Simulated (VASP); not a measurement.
# Tl: single point with r2SCAN

Tl:

```
Tl
1.0
     0.00000    3.17742    3.17742
     3.17742    0.00000    3.17742
     3.17742    3.17742    0.00000
Tl
2
Direct
  0.00000 0.00000 0.00000
  0.25000 0.25000 0.25000
```

This isn't the form of Tl at room conditions, which is hcp.

| Quantity | Value |
| --- | --- |
| Program | VASP 6.6.1 |
| Task | single point |
| Functional | r2SCAN |
| Potentials or basis | VASP PAW PBE potentials, release 64 (Tl_d) |
| Cutoff | 550 eV |
| k mesh | 5 × 5 × 5 |
| Occupations | fermi-dirac, width 0.05 eV |
| Spin | no spin polarisation |

The pressure is 10.0 GPa and the band gap on the k mesh is zero (bands 13 and 14 overlap by 3.93 eV).

Levels at points of the mesh, in eV from the Fermi level:
```tsv
k point	band 10	band 11	band 12	band 13	band 14	band 15	band 16	band 17
(0.00, 0.00, 0.00)	-11.22	-10.37	1.59	3.69	3.69	3.69	5.41	5.41
```

Wall time 28 s on 1 thread of Intel(R) Xeon(R) 6975P-C (Granite Rapids) (shared host), peak memory 0.21 GiB.

Caveat: the cell stands under pressure; the PAW data sets were made with another functional, which shifts forces and pressure a little; spin-orbit coupling is left out, which moves the levels of the heavy elements.
